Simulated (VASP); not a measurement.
A run of VASP 6.6.1:

The input INCAR:

```
SYSTEM = WS2
PREC = Accurate ; ENCUT = 520
EDIFF = 1E-7 ; ISMEAR = 0
SIGMA = 0.05 ; LREAL = .False.
LASPH = .True. ; NELM = 80
ALGO = Normal ; ISIF = 2
LWAVE = .False. ; LCHARG = .False.
GGA = PE ; IVDW = 12
NBANDS = 35
```

The input KPOINTS:

```
Automatic mesh
0
Gamma
  12 12 4
  0 0 0
```

File POSCAR:

```
WS2
1.0
    3.0280379359      0.0000000000      0.0000000000
   -1.5140189679      2.6223577761      0.0000000000
    0.0000000000      0.0000000000     13.1111018652
W S
2 4
Direct
    0.3333333333      0.6666666667      0.2500000000
    0.6666666667      0.3333333333      0.7500000000
    0.3333333333      0.6666666667      0.6202874207
    0.6666666667      0.3333333333      0.1202874207
    0.3333333333      0.6666666667      0.8797125793
    0.6666666667      0.3333333333      0.3797125793
```

Potentials or basis: VASP PAW PBE potentials, release 64 (W_sv, S).

The run is started by

```bash
$ cat potpaw_PBE.64/W_sv/POTCAR potpaw_PBE.64/S/POTCAR > POTCAR
$ mpirun -np 1 vasp_std > vasp.out
```

Hardware: 1 thread of AMD EPYC 7R13 (shared host).

Task: How long does it take, and how much memory?

Result: Wall time 8 min on 1 thread of AMD EPYC 7R13 (shared host), peak memory 0.3 GiB. Counts: scf iterations 17, k points 57.
